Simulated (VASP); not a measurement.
Here is a VASP 6.6.1 calculation.

The input INCAR:

```
PREC = Accurate ; ENCUT = 520
EDIFF = 1E-7 ; ISMEAR = 0
SIGMA = 0.01 ; LREAL = F
LASPH = T ; NELM = 100
ALGO = Normal ; ISIF = 2
LWAVE = F ; LCHARG = F
GGA = PS ; NBANDS = 29
```

KPOINTS

```
Automatic mesh
0
Gamma
  10 10 10
```

Contents of POSCAR:

```
Al2Ru
1.0
    0.0000000000      3.9878165635      4.3849680812
    2.3506283814      0.0000000000      4.3849680812
    2.3506283814      3.9878165635      0.0000000000
Al Ru
4 2
Direct
    0.0789308006      0.4210691994      0.0789308006
    0.4210691994      0.0789308006      0.4210691994
    0.1710691994      0.8289308006      0.1710691994
    0.8289308006      0.1710691994      0.8289308006
    0.7500000000      0.7500000000      0.7500000000
    0.5000000000      0.5000000000      0.5000000000
```

Potentials or basis: VASP PAW PBE potentials, release 64 (Al, Ru_pv).

Run with:

```sh
$ cat potpaw_PBE.64/Al/POTCAR potpaw_PBE.64/Ru_pv/POTCAR > POTCAR
$ mpirun -np 1 vasp_std > vasp.out
```

Problem. What does it give for the pressure?

Solution. 0.1 GPa.

Problem. Predict the band gap on the k mesh.

Solution. 0.08 eV, indirect (least direct gap 1.23 eV).

Caveat: the PAW data sets were made with another functional, which shifts forces and pressure a little. A k mesh can miss the band edges.
